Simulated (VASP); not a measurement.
# AsH3 in VASP: settings compared

The runs below take AsH3 through single point, relaxation of the atoms, with r2SCAN+rVV10, r2SCAN, HSE06+D3(BJ), PBE+D3(BJ).

All numbers are computed with VASP 6.6.1; they aren't measurements. Logs are shortened: lines on timing, memory, paths and dates and some standing lists are left out, and cuts for length are marked.

## (1) The cell of the first run

The cell holds a molecule in a box, 4 atoms: a = 12.557 Å, b = 13.057 Å, c = 13.557 Å, α = 90.00°, β = 90.00°, γ = 90.00°.

## (2) Single point, r2SCAN+rVV10

File POSCAR:

```
AsH3
1.0
   12.5572003111      0.0000000000      0.0000000000
    0.0000000000     13.0572003111      0.0000000000
    0.0000000000      0.0000000000     13.5572003111
As H
1 3
Direct
    0.5262628400      0.5096004700      0.4578352900
    0.5290580700      0.4128441100      0.5217632200
    0.5511202500      0.5766399000      0.5477206000
    0.4063777000      0.5214262000      0.4756737900
```

File INCAR.step1:

```
PREC = Accurate
ENCUT = 440
ISMEAR = 0
SIGMA = 0.005
LREAL = False
LASPH = True
NELM = 120
NBANDS = 12
GGA = PE
ALGO = Normal
EDIFF = 1E-5
LWAVE = True
LCHARG = False
GGA_COMPAT = False
NELMDL = -8
```

File INCAR.step2:

```
PREC = Accurate
ENCUT = 440
EDIFF = 1E-6
ISMEAR = 0
SIGMA = 0.005
LREAL = False
LASPH = True
NELM = 120
ALGO = Normal
ISIF = 2
LWAVE = False
LCHARG = True
METAGGA = R2SCAN
LMIXTAU = True
LUSE_VDW = True
IVDW_NL = 2
BPARAM = 11.95
CPARAM = 0.0093
LELF = True
LVHAR = True
NBANDS = 12
ISTART = 1
GGA_COMPAT = False
```

File KPOINTS:

```
Automatic mesh
0
Gamma
  1 1 1
```

Potentials or basis: VASP PAW PBE potentials, release 64 (As, H).

Command:

```console
cat potpaw_PBE.64/As/POTCAR potpaw_PBE.64/H/POTCAR > POTCAR
cp INCAR.step1 INCAR
mpirun -np 1 vasp_gam > vasp.out
cp INCAR.step2 INCAR
mpirun -np 1 vasp_gam > vasp.out
```

OUTCAR:

```text
PREC = Accurate
   ENCUT = 440
   EDIFF = 1E-6
   ISMEAR = 0
   LREAL = False
   LASPH = True
   NELM = 120
   ISIF = 2
   METAGGA = R2SCAN
   IVDW_NL = 2
   BPARAM = 11.95
   ISTART = 1

 ion  position               nearest neighbor table
   1  0.526  0.510  0.458-   2 1.53   4 1.53   3 1.53
   2  0.529  0.413  0.522-   1 1.53
   3  0.551  0.577  0.548-   1 1.53
   4  0.406  0.521  0.476-   1 1.53

  LATTYP: Found a simple orthorhombic cell.
 ALAT       =    12.5572003111
 B/A-ratio  =     1.0398177928
 C/A-ratio  =     1.0796355856

  Lattice vectors:

 A1 = (  12.5572003111,   0.0000000000,   0.0000000000)
 A2 = (   0.0000000000,  13.0572003111,   0.0000000000)
 A3 = (   0.0000000000,   0.0000000000,  13.5572003111)

Analysis of symmetry for initial positions (statically):
=====================================================================
 Subroutine PRICEL returns:
 Original cell was already a primitive cell.

 Routine SETGRP: Setting up the symmetry group for a
 simple orthorhombic supercell.

 Subroutine GETGRP returns: Found  1 space group operations
 (whereof  1 operations were pure point group operations)
 out of a pool of  8 trial point group operations.

The static configuration has the point symmetry C_1 .

Analysis of symmetry for dynamics (positions and initial velocities):
=====================================================================
 Subroutine PRICEL returns:
 Original cell was already a primitive cell.

 Routine SETGRP: Setting up the symmetry group for a
 simple orthorhombic supercell.

 Subroutine GETGRP returns: Found  1 space group operations
 (whereof  1 operations were pure point group operations)
 out of a pool of  8 trial point group operations.

The dynamic configuration has the point symmetry C_1 .

 Subroutine INISYM returns: Found  1 space group operations
 (whereof  1 operations are pure point group operations),
 and found     1 'primitive' translations

----------------------------------------------------------------------------------------

                                     Primitive cell

  volume of cell :    2222.8640

  direct lattice vectors                    reciprocal lattice vectors
    12.557200311  0.000000000  0.000000000     0.079635586  0.000000000  0.000000000
     0.000000000 13.057200311  0.000000000     0.000000000  0.076586096  0.000000000
     0.000000000  0.000000000 13.557200311     0.000000000  0.000000000  0.073761542

  length of vectors
    12.557200311 13.057200311 13.557200311     0.079635586  0.076586096  0.073761542

  position of ions in fractional coordinates (direct lattice)
     0.526262840  0.509600470  0.457835290
     0.529058070  0.412844110  0.521763220
     0.551120250  0.576639900  0.547720600
     0.406377700  0.521426200  0.475673790

  ion indices of the primitive-cell ions
   primitive index   ion index
                 1           1
                 2           2
                 3           3
                 4           4

----------------------------------------------------------------------------------------

 KPOINTS: Automatic mesh

Automatic generation of k-mesh.
 Grid dimensions read from file:
 generate k-points for:    1    1    1

 Generating k-lattice:

  Cartesian coordinates                     Fractional coordinates (reciprocal lattice)
     0.079635586  0.000000000  0.000000000     1.000000000  0.000000000  0.000000000
     0.000000000  0.076586096  0.000000000     0.000000000  1.000000000  0.000000000
     0.000000000  0.000000000  0.073761542     0.000000000  0.000000000  1.000000000

  Length of vectors
     0.079635586  0.076586096  0.073761542

  Shift w.r.t. Gamma in fractional coordinates (k-lattice)
     0.000000000  0.000000000  0.000000000

 Subroutine IBZKPT returns following result:
 ===========================================

 Found      1 irreducible k-points:

 Following reciprocal coordinates:
            Coordinates               Weight
  0.000000  0.000000  0.000000      1.000000
   k-points           NKPTS =      1   k-points in BZ     NKDIM =      1   number of bands    NBANDS=     12
   number of dos      NEDOS =    301   number of ions     NIONS =      4
   total plane-waves  NPLWV = 777600
   dimension x,y,z NGX =    90 NGY =   90 NGZ =   96
   dimension x,y,z NGXF=   180 NGYF=  180 NGZF=  192
   ions per type =               1   3
   NGX,Y,Z   is equivalent  to a cutoff of  11.92, 11.46, 11.77 a.u.
   NGXF,Y,Z  is equivalent  to a cutoff of  23.83, 22.92, 23.54 a.u.
 SYSTEM =  unknown system
   PREC   = accura    normal or accurate (medium, high low for compatibility)
   ISTART =      1    job   : 0-new  1-cont  2-samecut
   ICHARG =      0    charge: 1-file 2-atom 10-const
   ISPIN  =      1    spin polarized calculation?
   LNONCOLLINEAR =      F non collinear calculations
   LSORBIT =      F    spin-orbit coupling
   LASPH  =      T    aspherical Exc in radial PAW
   ENCUT  =  440.0 eV  32.34 Ry    5.69 a.u.  21.48 22.33 23.19*2*pi/ulx,y,z
   NELM   =    120;   NELMIN=  2; NELMDL=  0     # of ELM steps
   EDIFF  = 0.1E-05   stopping-criterion for ELM
   LREAL  =      F    real-space projection
   EDIFFG = 0.1E-04   stopping-criterion for IOM
   NSW    =      0    number of steps for IOM
   IBRION =     -1    ionic relax: 0-MD 1-quasi-New 2-CG
   NFREE  =      0    steps in history (QN), initial steepest desc. (CG)
   ISIF   =      2    stress and relaxation
   ISYM   =      2    0-nonsym 1-usesym 2-fastsym
   POTIM  = 0.5000    time-step for ionic-motion
   TEBEG  =    0.0;   TEEND  =   0.0 temperature during run
   PSTRESS=    0.0 pullay stress
   NELECT =       8.0000    total number of electrons
   NUPDOWN=      -1.0000    fix difference up-down
   EMIN   =  10.00;   EMAX   =-10.00  energy-range for DOS
   EFERMI =   0.00;   METHOD = LEGACY
   ISMEAR =     0;   SIGMA  =   0.01  broadening in eV -4-tet -1-fermi 0-gaus
   EFERMI_NEDOS =   21; number of points for ismear=-14 and -15
   IALGO  =     38    algorithm
   IMIX   =      4    mixing-type and parameters
     AMIX     =   0.40;   BMIX     =  1.00
     AMIX_MAG =   1.60;   BMIX_MAG =  1.00
  volume/ion in A,a.u.               =     555.72      3750.16
  Fermi-wavevector in a.u.,A,eV,Ry     =   0.250881  0.474096  0.856366  0.062941
  Thomas-Fermi vector in A             =   1.068040
   LORBIT       =      0    0 simple, 1 ext, 2 COOP (PROOUT), +10 PAW based schemes
   METAGGA = R2SCAN    functional components
   LHFCALC =     F    Hartree Fock is set to
   AEXX    =    0.0000 exact exchange contribution
   IVDW_NL    =     2    kernel type
   BPARAM     =11.9500
   IVDW    =     0    specifies the selected vdW correction
   LEPSILON=     F    determine dielectric tensor
   LRPA    =     F    only Hartree local field effects (RPA)
 non-spin polarized calculation
 Gauss-broadening in eV      SIGMA  =   0.01
  energy-cutoff  :      440.00
  volume of cell :     2222.86
 maximum number of plane-waves:     23299
 NGX is ok and might be reduce to    90
   NGX = 43   NGY = 45   NGZ = 47

 number of electron       8.0000001 magnetization

 Free energy of the ion-electron system (eV)
  ---------------------------------------------------
  ext. energy  EPLUGINS =         0.00000000
  ---------------------------------------------------
  free energy    TOTEN  =       -24.22690357 eV

  energy without entropy =      -24.22690357  energy(sigma->0) =      -24.22690357

 E-fermi :  -6.9384     XC(G=0):  -0.2232

 val. band max:       -6.9760455204   @ k =   0.0000   0.0000   0.0000
 cond. band min:      -0.1657520072   @ k =   0.0000   0.0000   0.0000
 fundamental gap:      6.8102935131
 Fermi energy:        -6.9383817605

 k-point     1 :       0.0000    0.0000    0.0000
  band No.  band energies     occupation
      1     -16.5682      2.00000
      2      -9.0823      2.00000
      3      -9.0805      2.00000
      4      -6.9760      2.00000
      5      -0.1658      0.00000
      6       0.0298      0.00000
      7       0.0422      0.00000
      8       0.5404      0.00000
      9       0.9330      0.00000
     10       0.9833      0.00000
     11       0.9989      0.00000
     12       1.0742      0.00000

------------------------ aborting loop because EDIFF is reached ----------------------------------------

  FORCE on cell =-STRESS in cart. coord.  units (eV):
  Direction    XX          YY          ZZ          XY          YZ          ZX
  --------------------------------------------------------------------------------------
  -------------------------------------------------------------------------------------
  Total       -0.4405930     -0.4336624     -0.4538417     -0.0031091      0.0016514      0.0084992
  in kB       -0.3175669     -0.3125716     -0.3271162     -0.0022410      0.0011903      0.0061260
  external PRESSURE =      -0.3190849 kB  Pullay stress =       0.0000000 kB

 VOLUME and BASIS-vectors are now :
 -----------------------------------------------------------------------------
  energy-cutoff  :      440.00
  volume of cell :     2222.86
      direct lattice vectors                 reciprocal lattice vectors
    12.557200311  0.000000000  0.000000000     0.079635586  0.000000000  0.000000000
     0.000000000 13.057200311  0.000000000     0.000000000  0.076586096  0.000000000
     0.000000000  0.000000000 13.557200311     0.000000000  0.000000000  0.073761542

 POSITION                                       TOTAL-FORCE (eV/Angst)
 -----------------------------------------------------------------------------------
      6.60839      6.65396      6.20696        -0.178944     -0.036960      0.359149
      6.64349      5.39059      7.07365         0.002908      0.173254     -0.132083
      6.92053      7.52930      7.42556        -0.037137     -0.118061     -0.180638
      5.10297      6.80837      6.44880         0.213173     -0.018233     -0.046428
 -----------------------------------------------------------------------------------
    total drift:                               -0.000328      0.000455     -0.000309

  FREE ENERGIE OF THE ION-ELECTRON SYSTEM (eV)
  ---------------------------------------------------
  free  energy   TOTEN  =       -24.2269035674 eV

  energy  without entropy=      -24.2269035674  energy(sigma->0) =      -24.22690357
```

It took 24 min on 1 thread of AMD EPYC 9R45 (Zen 5), shared host; peak memory 4.1 GiB.

Results:

- Free energy: -24.2269 eV
- Largest force: 0.403 eV/Å
- Gap between the frontier levels: 6.81 eV

Forces on the atoms (eV/Å):
```
As  -0.179 -0.037  0.359
H    0.003  0.173 -0.132
H   -0.037 -0.118 -0.181
H    0.213 -0.018 -0.046
```

Caveat: the PAW data sets were made with another functional, which shifts forces and pressure a little.

## (3) Single point, r2SCAN

POSCAR is that of step 2.

File INCAR.step1:

```
SYSTEM = AsH3
PREC = Accurate
ENCUT = 440
ISMEAR = 0
SIGMA = 0.005
LREAL = .FALSE.
LASPH = .TRUE.
NELM = 120
NBANDS = 12
GGA = PE
ALGO = Normal
EDIFF = 1E-5
LWAVE = .TRUE.
LCHARG = .FALSE.
GGA_COMPAT = .FALSE.
NELMDL = -8
```

File INCAR.step2:

```
SYSTEM = AsH3
PREC = Accurate
ENCUT = 440
EDIFF = 1E-6
ISMEAR = 0
SIGMA = 0.005
LREAL = .FALSE.
LASPH = .TRUE.
NELM = 120
ALGO = Normal
ISIF = 2
LWAVE = .FALSE.
LCHARG = .TRUE.
METAGGA = R2SCAN
LMIXTAU = .TRUE.
LELF = .TRUE.
LVHAR = .TRUE.
NBANDS = 12
ISTART = 1
GGA_COMPAT = .FALSE.
```

File KPOINTS:

```
regular mesh
0
G
  1 1 1
  0 0 0
```

Potentials or basis: VASP PAW PBE potentials, release 64 (As, H).

Command:

```console
cat potpaw_PBE.64/As/POTCAR potpaw_PBE.64/H/POTCAR > POTCAR
cp INCAR.step1 INCAR
mpirun -np 1 vasp_gam > vasp.out
cp INCAR.step2 INCAR
mpirun -np 1 vasp_gam > vasp.out
```

Run time: 4 min. Hardware: 1 thread of AMD EPYC 9R45 (Zen 5), shared host; peak memory 1.5 GiB.

It converged, with:

```
Free energy                     : -24.6346 eV
Largest force                   : 0.408 eV/Å
Gap between the frontier levels : 6.81 eV
```

Forces on the atoms (eV/Å):
```
As  -0.181 -0.037  0.363
H    0.003  0.175 -0.134
H   -0.037 -0.119 -0.183
H    0.216 -0.018 -0.047
```

Levels at points of the mesh, in eV from the valence-band top:
| k point | band 1 | band 2 | band 3 | band 4 | band 5 | band 6 | band 7 | band 8 | band 9 |
| --- | --- | --- | --- | --- | --- | --- | --- | --- | --- |
| (0.00, 0.00, 0.00) | -9.59 | -2.11 | -2.10 | 0.00 | 6.81 | 7.01 | 7.02 | 7.51 | 7.90 |

Caveat: the PAW data sets were made with another functional, which shifts forces and pressure a little.

## (4) Single point, HSE06+D3(BJ)

POSCAR is that of step 3.

File INCAR.step1:

```
PREC = Accurate ; ENCUT = 400
EDIFF = 1E-5 ; ISMEAR = 0
SIGMA = 0.005 ; LREAL = F
LASPH = T ; NELM = 120
ALGO = Normal ; ISIF = 2
LWAVE = T ; LCHARG = F
NBANDS = 12 ; GGA = PE
GGA_COMPAT = F ; NELMDL = -8
```

File INCAR.step2:

```
PREC = Accurate ; ENCUT = 400
EDIFF = 1E-6 ; ISMEAR = 0
SIGMA = 0.005 ; LREAL = F
LASPH = T ; NELM = 120
ALGO = Normal ; ISIF = 2
LWAVE = F ; LCHARG = F
GGA = PE ; LHFCALC = T
HFSCREEN = 0.2079 ; PRECFOCK = Normal
IVDW = 12 ; NBANDS = 12
ISTART = 1 ; VDW_S6 = 1.0
VDW_S8 = 2.31 ; VDW_A1 = 0.383
VDW_A2 = 5.685 ; GGA_COMPAT = F
```

File KPOINTS:

```
regular mesh
0
Gamma
  1 1 1
```

Command:

```console
cat potpaw_PBE.64/As/POTCAR potpaw_PBE.64/H/POTCAR > POTCAR
cp INCAR.step1 INCAR
mpirun -np 1 vasp_gam > vasp.out
cp INCAR.step2 INCAR
mpirun -np 1 vasp_gam > vasp.out
```

It took 1.9 min on 1 thread of AMD EPYC 9R45 (Zen 5), shared host; peak memory 1.1 GiB.

It converged, with:

- Free energy: -17.0276 eV
- Largest force: 0.429 eV/Å
- Gap between the frontier levels: 6.85 eV
- Dispersion energy per atom: -0.006 eV

Forces in eV/Å, atoms in the order of the input:
```
As  -0.190 -0.039  0.383
H    0.015  0.151 -0.138
H   -0.020 -0.099 -0.180
H    0.195 -0.013 -0.065
```

Levels at points of the mesh, in eV from the valence-band top:
```csv
k point,band 1,band 2,band 3,band 4,band 5,band 6,band 7,band 8,band 9
"(0.00, 0.00, 0.00)",-10.07,-2.19,-2.19,0.00,6.85,7.47,7.50,7.79,8.02
```

Caveat: the PAW data sets were made with another functional, which shifts forces and pressure a little.

## (5) Relaxation of the atoms, PBE+D3(BJ)

File INCAR:

```
PREC = Accurate ; ENCUT = 450
EDIFF = 1E-7 ; ISMEAR = 0
SIGMA = 0.005 ; LREAL = F
LASPH = T ; NELM = 120
ALGO = Normal ; ISIF = 2
LWAVE = F ; LCHARG = F
GGA = PE ; IVDW = 12
IBRION = 2 ; NSW = 100
EDIFFG = -0.03 ; GGA_COMPAT = F
NELMIN = 4 ; NELMDL = -8
```

File KPOINTS:

```
Automatic mesh
0
Gamma
  1 1 1
```

File POSCAR:

```
AsH3
1.0
   12.5572003111      0.0000000000      0.0000000000
    0.0000000000     13.0572003111      0.0000000000
    0.0000000000      0.0000000000     13.5572003111
As H
1 3
Direct
    0.5284498000      0.5081286000      0.4594166700
    0.5277445800      0.4192337700      0.5204703200
    0.5482395800      0.5721480900      0.5454273800
    0.4083849000      0.5210002200      0.4776785300
```

Command:

```console
cat potpaw_PBE.64/As/POTCAR potpaw_PBE.64/H/POTCAR > POTCAR
mpirun -np 1 vasp_gam > vasp.out
```

Wall time 5.9 min (1 thread of AMD EPYC 9R45 (Zen 5), shared host); peak memory 1.4 GiB.

It converged, with:

```yaml
Free_energy: -14.4349 eV
Energy_gained_by_relaxing: 49.0 meV/atom
Ionic_steps: 7
Largest_force_after_relaxing: 0.013 eV/Å
Gap_between_the_frontier_levels: 5.96 eV
Dispersion_energy_per_atom: -0.010 eV
```

Forces on the atoms (eV/Å):
```
As  -0.003  0.013 -0.001
H   -0.004 -0.009  0.004
H   -0.002 -0.001 -0.005
H    0.010 -0.003  0.002
```

The path:
```tsv
step	energy change (eV)	largest force (eV/Å)	pressure (GPa)
1	0.0000	2.7131	0.14
2	-0.0293	2.2888	-0.10
3	-0.1763	0.2755	0.01
4	-0.1848	0.1873	0.00
5	-0.1916	0.3180	0.00
6	-0.1957	0.0478	-0.01
7	-0.1958	0.0135	-0.01
```

Final structure:
```
As H
1.0
    12.55720    0.00000    0.00000
     0.00000   13.05720    0.00000
     0.00000    0.00000   13.55720
As H
1 3
Direct
  0.52643 0.50956 0.45763
  0.52913 0.41261 0.52195
  0.55119 0.57680 0.54795
  0.40606 0.52155 0.47547
```

Levels at points of the mesh, in eV from the valence-band top:
| k point | band 1 | band 2 | band 3 | band 4 | band 5 | band 6 | band 7 | band 8 |
| --- | --- | --- | --- | --- | --- | --- | --- | --- |
| (0.00, 0.00, 0.00) | -9.20 | -1.98 | -1.98 | 0.00 | 5.96 | 6.36 | 6.37 | 7.11 |

## (6) Summary

```csv
task,level,cell,cutoff (eV),grid for exact exchange (PRECFOCK),share of exact exchange,screening parameter,gap on the mesh (eV),largest force (eV/Å)
single point,r2SCAN+rVV10,"as given, atomic positions A",440,-,-,-,6.81,0.40
single point,r2SCAN,"as given, atomic positions A",440,-,-,-,6.81,0.41
single point,HSE06+D3(BJ),"as given, atomic positions A",400,Normal,0.25,0.2079 1/Å,6.85,0.43
relaxation of the atoms,PBE+D3(BJ),"atoms relaxed, atomic positions B",450,-,-,-,5.96,0.01
```

Alike in all rows: potentials or basis VASP PAW PBE potentials, release 64 (As, H); no spin polarisation; k mesh 1 × 1 × 1; smearing gaussian 0.005 eV.

On the cell as given the gap runs from 6.81 eV (r2SCAN+rVV10) to 6.85 eV (HSE06+D3(BJ)).

Caveats: the PAW data sets were made with another functional, which shifts forces and pressure a little (at least some runs).

Total energies depend on the potentials used, so only differences within one code and one set of settings carry meaning.
